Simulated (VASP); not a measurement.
Write the native input for VASP 6.6.1 that does the following.

| Property | Result |
| --- | --- |
| Task | single point |
| Functional | LDA |
| Potentials or basis | VASP PAW LDA potentials, release 64 (Y_sv) |
| Cutoff | 520 eV |
| k mesh | 7 × 7 × 4 |
| Occupations | fermi-dirac, width 0.1 eV |
| Spin | no spin polarisation |
| Dipole correction | no |
| Further INCAR settings | ALGO = Normal; EDIFF = 1e-06; NBANDS = 18 |

The structure of Y lies in POSCAR:

```
Y
1.0
    3.5428594687      0.0000000000      0.0000000000
   -1.7714297343      3.0682063019      0.0000000000
    0.0000000000      0.0000000000      5.5374493638
Y
2
Direct
    0.3333333333      0.6666666667      0.2500000000
    0.6666666667      0.3333333333      0.7500000000
```

The input as run:

INCAR

```
SYSTEM = Y
PREC = Accurate
ENCUT = 520
EDIFF = 1E-6
ISMEAR = -1
SIGMA = 0.1
LREAL = .FALSE.
LASPH = .TRUE.
NELM = 60
ALGO = Normal
ISIF = 2
LWAVE = .FALSE.
LCHARG = .TRUE.
GGA = CA
LELF = .TRUE.
LVHAR = .TRUE.
NBANDS = 18
```

KPOINTS

```
Automatic mesh
0
G
  7 7 4
  0 0 0
```

Potentials or basis: VASP PAW LDA potentials, release 64 (Y_sv).

Run with:

```console
$ cat potpaw_LDA.64/Y_sv/POTCAR > POTCAR
$ mpirun -np 1 vasp_std > vasp.out
```

It gave:

| Item | Value |
| --- | --- |
| Pressure | -0.1 GPa |
| Band gap on the k mesh | zero (band 11 reaches 4.55 eV, above the bottom of band 12 at 2.83 eV) |

It took 24 s on 1 thread of Intel Xeon 6975P-C (shared host), peak memory 0.17 GiB.
